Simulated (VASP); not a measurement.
A run of VASP 6.6.1 is set up as follows.

File INCAR:

```
  PREC = Accurate
  ENCUT = 600
  EDIFF = 1E-8
  ISMEAR = 0
  SIGMA = 0.01
  LREAL = False
  LASPH = True
  NELM = 80
  ALGO = Normal
  ISIF = 3
  LWAVE = False
  LCHARG = True
  IBRION = 6
  NFREE = 2
  POTIM = 0.015
  NSW = 1
```

The input KPOINTS:

```
regular mesh
0
Gamma
  12 12 12
```

File POSCAR:

```
SiC
1.0
    0.0000000000      2.0789217357      2.0789217357
    2.0789217357      0.0000000000      2.0789217357
    2.0789217357      2.0789217357      0.0000000000
Si C
1 1
Direct
    0.0000000000      0.0000000000      0.0000000000
    0.7500000000      0.7500000000      0.7500000000
```

Potentials or basis: VASP PAW LDA potentials, release 64 (Si, C).

Launch:

```console
$ cat potpaw_LDA.64/Si/POTCAR potpaw_LDA.64/C/POTCAR > POTCAR
$ mpirun -np 1 vasp_std > vasp.out
```

Problem. What does it give for the elastic constants C11, C12, C44?

Solution. 491, 234, 298 GPa.

Problem. What does it give for the Voigt bulk modulus?

Solution. 319 GPa.

Problem. Estimate the highest phonon frequency at Γ, LO-TO splitting left out.

Solution. 914 cm⁻¹.

Phonon frequencies in cm⁻¹ (negative: imaginary):
| q point | frequencies |
| --- | --- |
| (0.000, 0.000, 0.000) | 0 0 0 914 914 914 |

Caveat: the cell is under stress, which shifts elastic constants.
